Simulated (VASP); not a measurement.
# Ti (Fm-3m) in VASP: a series of runs

The runs below take Ti through single point, with PBE, r2SCAN.

Program: VASP 6.6.1. These are calculated values, not measurements. Logs are shortened: lines on timing, memory, paths and dates and some standing lists are left out, and cuts for length are marked.

### 1 The cell of the first run

The structure is cubic, space group Fm-3m (No. 225). The conventional cell has a = 4.118 Å, b = 4.118 Å, c = 4.118 Å, α = 90.00°, β = 90.00°, γ = 90.00°. Within 3.8 Å of Ti (site symmetry m-3m) lie 12 Ti at 2.91 Å.

### 2 Single point, PBE

The input, INCAR:

```
SYSTEM = Ti
ALGO = Fast
EDIFF = 1E-6
ENCUT = 520
GGA = PE
ISIF = 2
ISMEAR = 0
LASPH = .True.
LCHARG = .False.
LREAL = .False.
LWAVE = .False.
NBANDS = 12
NELM = 80
PREC = Accurate
SIGMA = 0.05
```

The input, KPOINTS:

```
k-points
0
Gamma
  8 8 8
  0 0 0
```

The input, POSCAR:

```
Ti
1.0
    0.0000000000      2.0589758972      2.0589758972
    2.0589758972      0.0000000000      2.0589758972
    2.0589758972      2.0589758972      0.0000000000
Ti
1
Direct
    0.0000000000      0.0000000000      0.0000000000
```

Potentials or basis: VASP PAW PBE potentials, release 64 (Ti_sv).

Started as:

```console
$ cat potpaw_PBE.64/Ti_sv/POTCAR > POTCAR
$ mpirun -np 1 vasp_std > vasp.out
```

OUTCAR:

```text
SYSTEM = Ti
   EDIFF = 1E-6
   ENCUT = 520
   GGA = PE
   ISIF = 2
   ISMEAR = 0
   LASPH = .True.
   LREAL = .False.
   NELM = 80
   PREC = Accurate

 ion  position               nearest neighbor table
   1  0.000  0.000  0.000-

  LATTYP: Found a face centered cubic cell.
 ALAT       =     4.1179517944

  Lattice vectors:

 A1 = (   0.0000000000,   2.0589758972,   2.0589758972)
 A2 = (   2.0589758972,   0.0000000000,   2.0589758972)
 A3 = (   2.0589758972,   2.0589758972,   0.0000000000)

Analysis of symmetry for initial positions (statically):
=====================================================================
 Subroutine PRICEL returns:
 Original cell was already a primitive cell.

 Routine SETGRP: Setting up the symmetry group for a
 face centered cubic supercell.

 Subroutine GETGRP returns: Found 48 space group operations
 (whereof 48 operations were pure point group operations)
 out of a pool of 48 trial point group operations.

The static configuration has the point symmetry O_h .

Analysis of symmetry for dynamics (positions and initial velocities):
=====================================================================
 Subroutine PRICEL returns:
 Original cell was already a primitive cell.

 Routine SETGRP: Setting up the symmetry group for a
 face centered cubic supercell.

 Subroutine GETGRP returns: Found 48 space group operations
 (whereof 48 operations were pure point group operations)
 out of a pool of 48 trial point group operations.

The dynamic configuration has the point symmetry O_h .

 Subroutine INISYM returns: Found 48 space group operations
 (whereof 48 operations are pure point group operations),
 and found     1 'primitive' translations

----------------------------------------------------------------------------------------

                                     Primitive cell

  volume of cell :      17.4576

  direct lattice vectors                    reciprocal lattice vectors
     0.000000000  2.058975897  2.058975897    -0.242839171  0.242839171  0.242839171
     2.058975897  0.000000000  2.058975897     0.242839171 -0.242839171  0.242839171
     2.058975897  2.058975897  0.000000000     0.242839171  0.242839171 -0.242839171

  length of vectors
     2.911831638  2.911831638  2.911831638     0.420609782  0.420609782  0.420609782

  position of ions in fractional coordinates (direct lattice)
     0.000000000  0.000000000  0.000000000

  ion indices of the primitive-cell ions
   primitive index   ion index
                 1           1

----------------------------------------------------------------------------------------

 KPOINTS: k-points

Automatic generation of k-mesh.
 Grid dimensions read from file:
 generate k-points for:    8    8    8

 Generating k-lattice:

  Cartesian coordinates                     Fractional coordinates (reciprocal lattice)
    -0.030354896  0.030354896  0.030354896     0.125000000  0.000000000  0.000000000
     0.030354896 -0.030354896  0.030354896     0.000000000  0.125000000  0.000000000
     0.030354896  0.030354896 -0.030354896     0.000000000  0.000000000  0.125000000

  Length of vectors
     0.052576223  0.052576223  0.052576223

  Shift w.r.t. Gamma in fractional coordinates (k-lattice)
     0.000000000  0.000000000  0.000000000

 Subroutine IBZKPT returns following result:
 ===========================================

 Found     29 irreducible k-points:

 Following reciprocal coordinates:
            Coordinates               Weight
  0.000000  0.000000  0.000000      1.000000
  0.125000  0.000000  0.000000      8.000000
  0.250000  0.000000  0.000000      8.000000
  0.375000  0.000000  0.000000      8.000000
  0.500000  0.000000  0.000000      4.000000
  0.125000  0.125000  0.000000      6.000000
[... 16 lines left out ...]
  0.500000  0.250000  0.125000     48.000000
 -0.375000  0.250000  0.125000     24.000000
 [... further k-points ...]
   k-points           NKPTS =     29   k-points in BZ     NKDIM =     29   number of bands    NBANDS=     12
   number of dos      NEDOS =    301   number of ions     NIONS =      1
   total plane-waves  NPLWV =  13824
   dimension x,y,z NGX =    24 NGY =   24 NGZ =   24
   dimension x,y,z NGXF=    48 NGYF=   48 NGZF=   48
   ions per type =               1
   NGX,Y,Z   is equivalent  to a cutoff of  13.70, 13.70, 13.70 a.u.
   NGXF,Y,Z  is equivalent  to a cutoff of  27.40, 27.40, 27.40 a.u.
 SYSTEM =  Ti
   PREC   = accura    normal or accurate (medium, high low for compatibility)
   ISTART =      0    job   : 0-new  1-cont  2-samecut
   ICHARG =      2    charge: 1-file 2-atom 10-const
   ISPIN  =      1    spin polarized calculation?
   LNONCOLLINEAR =      F non collinear calculations
   LSORBIT =      F    spin-orbit coupling
   LASPH  =      T    aspherical Exc in radial PAW
   ENCUT  =  520.0 eV  38.22 Ry    6.18 a.u.   5.41  5.41  5.41*2*pi/ulx,y,z
   NELM   =     80;   NELMIN=  2; NELMDL= -5     # of ELM steps
   EDIFF  = 0.1E-05   stopping-criterion for ELM
   LREAL  =      F    real-space projection
   EDIFFG = 0.1E-04   stopping-criterion for IOM
   NSW    =      0    number of steps for IOM
   IBRION =     -1    ionic relax: 0-MD 1-quasi-New 2-CG
   NFREE  =      0    steps in history (QN), initial steepest desc. (CG)
   ISIF   =      2    stress and relaxation
   ISYM   =      2    0-nonsym 1-usesym 2-fastsym
   POTIM  = 0.5000    time-step for ionic-motion
   TEBEG  =    0.0;   TEEND  =   0.0 temperature during run
   PSTRESS=    0.0 pullay stress
   NELECT =      12.0000    total number of electrons
   NUPDOWN=      -1.0000    fix difference up-down
   EMIN   =  10.00;   EMAX   =-10.00  energy-range for DOS
   EFERMI =   0.00;   METHOD = LEGACY
   ISMEAR =     0;   SIGMA  =   0.05  broadening in eV -4-tet -1-fermi 0-gaus
   EFERMI_NEDOS =   21; number of points for ismear=-14 and -15
   IALGO  =     68    algorithm
   IMIX   =      4    mixing-type and parameters
     AMIX     =   0.40;   BMIX     =  1.00
     AMIX_MAG =   1.60;   BMIX_MAG =  1.00
  volume/ion in A,a.u.               =      17.46       117.81
  Fermi-wavevector in a.u.,A,eV,Ry     =   1.444799  2.730274 28.401387  2.087443
  Thomas-Fermi vector in A             =   2.563053
   LORBIT       =      0    0 simple, 1 ext, 2 COOP (PROOUT), +10 PAW based schemes
   GGA     = PE    functional components
   LHFCALC =     F    Hartree Fock is set to
   AEXX    =    0.0000 exact exchange contribution
   IVDW    =     0    specifies the selected vdW correction
   LEPSILON=     F    determine dielectric tensor
   LRPA    =     F    only Hartree local field effects (RPA)
 non-spin polarized calculation
 RMM-DIIS sequential band-by-band and
 Gauss-broadening in eV      SIGMA  =   0.05
  energy-cutoff  :      520.00
  volume of cell :       17.46
 maximum number of plane-waves:       489
 NGX is ok and might be reduce to    24
   NGX = 11   NGY = 11   NGZ = 11

 number of electron      12.0000002 magnetization

 Free energy of the ion-electron system (eV)
  ---------------------------------------------------
  ext. energy  EPLUGINS =         0.00000000
  ---------------------------------------------------
  free energy    TOTEN  =        -7.77484280 eV

  energy without entropy =       -7.77352628  energy(sigma->0) =       -7.77418454

 E-fermi :   8.2224     XC(G=0): -11.4769

 val. band max:        8.1558930239   @ k =  -0.2500   0.2500   0.0000
 cond. band min:       8.2365816806   @ k =   0.2500   0.0000   0.0000
 fundamental gap:      0.0806886567
 Fermi energy:         8.2224141453

 k-point     1 :       0.0000    0.0000    0.0000
  band No.  band energies     occupation
      1     -48.5694      2.00000
      2     -24.4342      2.00000
      3     -24.4342      2.00000
      4     -24.4342      2.00000
      5       2.0833      2.00000
      6       9.0259      0.00000
      7       9.0259      0.00000
      8       9.0259      0.00000
      9      10.6444      0.00000
     10      10.6444      0.00000
     11      23.3794      0.00000
     12      27.8382      0.00000

 k-point     2 :       0.1250    0.0000    0.0000
  band No.  band energies     occupation
      1     -48.5522      2.00000
      2     -24.5333      2.00000
      3     -24.4468      2.00000
      4     -24.4468      2.00000
      5       2.5762      2.00000
      6       8.7422      0.00000
      7       9.1840      0.00000
      8       9.1840      0.00000
      9      10.5559      0.00000
     10      10.5559      0.00000
     11      23.5850      0.00000
     12      25.1979      0.00000

 k-point     3 :       0.2500    0.0000    0.0000
  band No.  band energies     occupation
      1     -48.5102      2.00000
      2     -24.7679      2.00000
      3     -24.4767      2.00000
      4     -24.4767      2.00000
      5       3.8641      2.00000
      6       8.2366      0.68863
      7       9.2814      0.00000
      8       9.2814      0.00000
      9      10.7163      0.00000
     10      10.7163      0.00000
     11      21.0239      0.00000
     12      24.1188      0.00000

 k-point     4 :       0.3750    0.0000    0.0000
  band No.  band energies     occupation
      1     -48.4678      2.00000
      2     -24.9966      2.00000
      3     -24.5064      2.00000
      4     -24.5064      2.00000
      5       5.1840      2.00000
      6       8.2773      0.12043
      7       9.0463      0.00000
      8       9.0463      0.00000
      9      11.3526      0.00000
     10      11.3526      0.00000
     11      17.8306      0.00000
     12      23.1320      0.00000

 k-point     5 :       0.5000    0.0000    0.0000
  band No.  band energies     occupation
      1     -48.4502      2.00000
      2     -25.0897      2.00000
      3     -24.5186      2.00000
      4     -24.5186      2.00000
      5       5.5857      2.00000
      6       8.7878      0.00000
      7       8.9160      0.00000
      8       8.9160      0.00000
      9      11.7003      0.00000
     10      11.7003      0.00000
     11      16.2671      0.00000
     12      22.6488      0.00000
[... 228 lines left out ...]
      1     -48.4115      2.00000
      2     -25.0456      2.00000
      3     -24.6648      2.00000
      4     -24.6648      2.00000
      5       5.6114      2.00000
      6       6.4637      2.00000
      7      10.9797      0.00000
      8      11.6964      0.00000
      9      11.9714      0.00000
     10      11.9714      0.00000
     11      19.8967      0.00000
     12      19.8967      0.00000

 k-point    22 :       0.3750    0.2500    0.1250
  band No.  band energies     occupation
      1     -48.4789      2.00000
      2     -24.8235      2.00000
      3     -24.5958      2.00000
      4     -24.5162      2.00000
      5       4.8737      2.00000
      6       7.6880      2.00000
      7       8.8132      0.00000
      8      10.1625      0.00000
      9      10.1993      0.00000
     10      11.6389      0.00000
     11      21.5139      0.00000
     12      21.9036      0.00000

 k-point    23 :       0.5000    0.2500    0.1250
  band No.  band energies     occupation
      1     -48.4449      2.00000
      2     -24.9454      2.00000
      3     -24.6673      2.00000
      4     -24.5527      2.00000
      5       6.1078      2.00000
      6       7.5574      2.00000
      7       8.2860      0.07213
      8       9.8967      0.00000
      9      11.1198      0.00000
     10      12.6877      0.00000
     11      18.2224      0.00000
     12      21.4366      0.00000

 k-point    24 :      -0.3750    0.2500    0.1250
  band No.  band energies     occupation
      1     -48.4307      2.00000
      2     -24.9975      2.00000
      3     -24.6898      2.00000
      4     -24.5726      2.00000
      5       6.5922      2.00000
      6       7.4038      2.00000
      7       8.4143      0.00000
      8       9.7332      0.00000
      9      11.5528      0.00000
     10      13.6952      0.00000
     11      16.1047      0.00000
     12      21.6453      0.00000

 [... further k-points ...]
[... 5 lines left out ...]
  --------------------------------------------------------------------------------------
  -------------------------------------------------------------------------------------
  Total       -0.0826100     -0.0826100     -0.0826100      0.0000000      0.0000000      0.0000000
  in kB       -7.5815778     -7.5815778     -7.5815778      0.0000000      0.0000000      0.0000000
  external PRESSURE =      -7.5815778 kB  Pullay stress =       0.0000000 kB

 VOLUME and BASIS-vectors are now :
 -----------------------------------------------------------------------------
  energy-cutoff  :      520.00
  volume of cell :       17.46
      direct lattice vectors                 reciprocal lattice vectors
     0.000000000  2.058975897  2.058975897    -0.242839171  0.242839171  0.242839171
     2.058975897  0.000000000  2.058975897     0.242839171 -0.242839171  0.242839171
     2.058975897  2.058975897  0.000000000     0.242839171  0.242839171 -0.242839171

 POSITION                                       TOTAL-FORCE (eV/Angst)
 -----------------------------------------------------------------------------------
      0.00000      0.00000      0.00000        -0.000000     -0.000000     -0.000000
 -----------------------------------------------------------------------------------
    total drift:                               -0.000000     -0.000000     -0.000000

  FREE ENERGIE OF THE ION-ELECTRON SYSTEM (eV)
  ---------------------------------------------------
  free  energy   TOTEN  =        -7.7748428005 eV

  energy  without entropy=       -7.7735262793  energy(sigma->0) =       -7.77418454
```

Wall time 8.3 s (1 thread of AMD EPYC 9R45 (Zen 5), shared host); peak memory 0.1 GiB.

What came out:

```
Free energy            : -7.7748 eV
Pressure               : -0.8 GPa
Band gap on the k mesh : zero (band 6 reaches 9.03 eV, above the bottom of band 7 at 7.78 eV)
```

Levels at points of the mesh, in eV from the Fermi level:
| k point | band 3 | band 4 | band 5 | band 6 | band 7 | band 8 | band 9 | band 10 |
| --- | --- | --- | --- | --- | --- | --- | --- | --- |
| (0.00, 0.00, 0.00) | -32.66 | -32.66 | -6.14 | 0.80 | 0.80 | 0.80 | 2.42 | 2.42 |
| (0.50, 0.00, 0.00) | -32.74 | -32.74 | -2.64 | 0.57 | 0.69 | 0.69 | 3.48 | 3.48 |
| (0.50, 0.50, 0.00) | -32.89 | -32.89 | -2.61 | -1.76 | 2.76 | 3.47 | 3.75 | 3.75 |

### 3 Single point, r2SCAN

POSCAR is that of step 2.

The input, INCAR.step1:

```
SYSTEM = Ti
PREC = Accurate
ENCUT = 520
ISMEAR = 0
SIGMA = 0.05
LREAL = .False.
LASPH = .True.
NELM = 60
NBANDS = 12
GGA = PE
ALGO = Normal
EDIFF = 1E-4
LWAVE = .True.
LCHARG = .False.
```

The input, INCAR.step2:

```
SYSTEM = Ti
PREC = Accurate
ENCUT = 520
EDIFF = 1E-6
ISMEAR = 0
SIGMA = 0.05
LREAL = .False.
LASPH = .True.
NELM = 60
ALGO = Normal
ISIF = 2
LWAVE = .False.
LCHARG = .True.
METAGGA = R2SCAN
LMIXTAU = .True.
LELF = .True.
LVHAR = .True.
NBANDS = 12
ISTART = 1
```

The input, KPOINTS:

```
regular mesh
0
Gamma
  18 18 18
  0 0 0
```

Potentials or basis: VASP PAW PBE potentials, release 64 (Ti_sv).

Started as:

```console
$ cat potpaw_PBE.64/Ti_sv/POTCAR > POTCAR
$ cp INCAR.step1 INCAR
$ mpirun -np 1 vasp_std > vasp.out
$ cp INCAR.step2 INCAR
$ mpirun -np 1 vasp_std > vasp.out
```

OUTCAR:

```text
SYSTEM = Ti
   PREC = Accurate
   ENCUT = 520
   EDIFF = 1E-6
   ISMEAR = 0
   LREAL = .False.
   LASPH = .True.
   NELM = 60
   ISIF = 2
   METAGGA = R2SCAN
   ISTART = 1

 ion  position               nearest neighbor table
   1  0.000  0.000  0.000-

  LATTYP: Found a face centered cubic cell.
 ALAT       =     4.1179517944

  Lattice vectors:

 A1 = (   0.0000000000,   2.0589758972,   2.0589758972)
 A2 = (   2.0589758972,   0.0000000000,   2.0589758972)
 A3 = (   2.0589758972,   2.0589758972,   0.0000000000)

Analysis of symmetry for initial positions (statically):
[... 530 lines left out ...]
      5       3.5400      2.00000
      6       8.2661      0.00591
      7       9.4280      0.00000
      8       9.5345      0.00000
      9      10.7229      0.00000
     10      11.2153      0.00000
     11      21.8837      0.00000
     12      24.6762      0.00000

 [... further k-points ...]
[... 5 lines left out ...]
  --------------------------------------------------------------------------------------
  -------------------------------------------------------------------------------------
  Total       -0.0234629     -0.0234629     -0.0234629      0.0000000      0.0000000      0.0000000
  in kB       -2.1533210     -2.1533210     -2.1533210      0.0000000      0.0000000      0.0000000
  external PRESSURE =      -2.1533210 kB  Pullay stress =       0.0000000 kB

 VOLUME and BASIS-vectors are now :
 -----------------------------------------------------------------------------
  energy-cutoff  :      520.00
  volume of cell :       17.46
      direct lattice vectors                 reciprocal lattice vectors
     0.000000000  2.058975897  2.058975897    -0.242839171  0.242839171  0.242839171
     2.058975897  0.000000000  2.058975897     0.242839171 -0.242839171  0.242839171
     2.058975897  2.058975897  0.000000000     0.242839171  0.242839171 -0.242839171

 POSITION                                       TOTAL-FORCE (eV/Angst)
 -----------------------------------------------------------------------------------
      0.00000      0.00000      0.00000        -0.000000     -0.000000     -0.000000
 -----------------------------------------------------------------------------------
    total drift:                               -0.000000      0.000000      0.000000

  FREE ENERGIE OF THE ION-ELECTRON SYSTEM (eV)
  ---------------------------------------------------
  free  energy   TOTEN  =       -12.8811520201 eV

  energy  without entropy=      -12.8796389859  energy(sigma->0) =      -12.88039550
```

OUTCAR.step1:

```text
SYSTEM = Ti
   PREC = Accurate
   ENCUT = 520
   ISMEAR = 0
   LREAL = .False.
   LASPH = .True.
   NELM = 60
[... 577 lines left out ...]
 -----------------------------------------------------------------------------------
      0.00000      0.00000      0.00000         0.000000      0.000000     -0.000000
 -----------------------------------------------------------------------------------
    total drift:                                0.000000      0.000000     -0.000000

  FREE ENERGIE OF THE ION-ELECTRON SYSTEM (eV)
  ---------------------------------------------------
  free  energy   TOTEN  =        -7.7785440575 eV

  energy  without entropy=       -7.7762240002  energy(sigma->0) =       -7.77738403
```

It took 2.1 min on 1 thread of AMD EPYC 9R45 (Zen 5), shared host; peak memory 0.14 GiB.

Results:

- Free energy: -12.8812 eV
- Pressure: -0.2 GPa
- Band gap on the k mesh: zero (band 6 reaches 9.17 eV, above the bottom of band 7 at 7.75 eV)

Levels at points of the mesh, in eV from the Fermi level:
```
           k point  band 2  band 3  band 4  band 5  band 6  band 7  band 8  band 9  band 10  band 11
(0.00, 0.00, 0.00)  -33.86  -33.86  -33.86   -6.45    1.00    1.00    1.00    2.79     2.79    15.76
(0.50, 0.00, 0.00)  -34.55  -33.95  -33.95   -2.69    0.44    0.93    0.93    3.81     3.81     8.53
(0.50, 0.50, 0.00)  -34.50  -34.10  -34.10   -2.62   -1.75    2.79    3.87    4.04     4.04    10.96
```

Caveat: the PAW data sets were made with another functional, which shifts forces and pressure a little.
